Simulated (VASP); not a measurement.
Write the native input for VASP 6.6.1 that does the following.

```yaml
Task: single point
Functional: PBE
Potentials_or_basis: VASP PAW PBE potentials, release 64 (Sn_d, O)
Cutoff: 520 eV
k_mesh: 6 × 6 × 6
Occupations: gaussian, width 0.1 eV
Spin: no spin polarisation
Dipole_correction: no
Further_INCAR_settings: ALGO = Normal; EDIFF = 1e-07; NBANDS = 17
```

The structure of SnO lies in POSCAR:

```
SnO
1.0
    3.1385375338      0.0000000000      0.0000000000
    0.0000000000      3.1385375338      0.0000000000
    0.0000000000      0.0000000000      3.1385375338
Sn O
1 1
Direct
    0.5000000000      0.5000000000      0.5000000000
    0.0000000000      0.0000000000      0.0000000000
```

The input as run:

INCAR

```
PREC = Accurate
ENCUT = 520
EDIFF = 1E-7
ISMEAR = 0
SIGMA = 0.1
LREAL = F
LASPH = T
NELM = 80
ALGO = Normal
ISIF = 2
LWAVE = F
LCHARG = T
GGA = PE
LELF = T
LVHAR = T
NBANDS = 17
```

KPOINTS

```
regular mesh
0
Gamma
  6 6 6
```

Potentials or basis: VASP PAW PBE potentials, release 64 (Sn_d, O).

Command:

```sh
$ cat potpaw_PBE.64/Sn_d/POTCAR potpaw_PBE.64/O/POTCAR > POTCAR
$ mpirun -np 1 vasp_std > vasp.out
```

Results of the run:

The pressure is -0.4 GPa. The band gap on the k mesh is 0.30 eV, indirect (least direct gap 0.91 eV).

Caveat: spin-orbit coupling is left out, which moves the levels of the heavy elements.

Run time: 6.3 s on 1 thread of AMD EPYC 9R45 96-Core Processor (Zen 5), with other jobs on the host, peak memory 0.11 GiB.
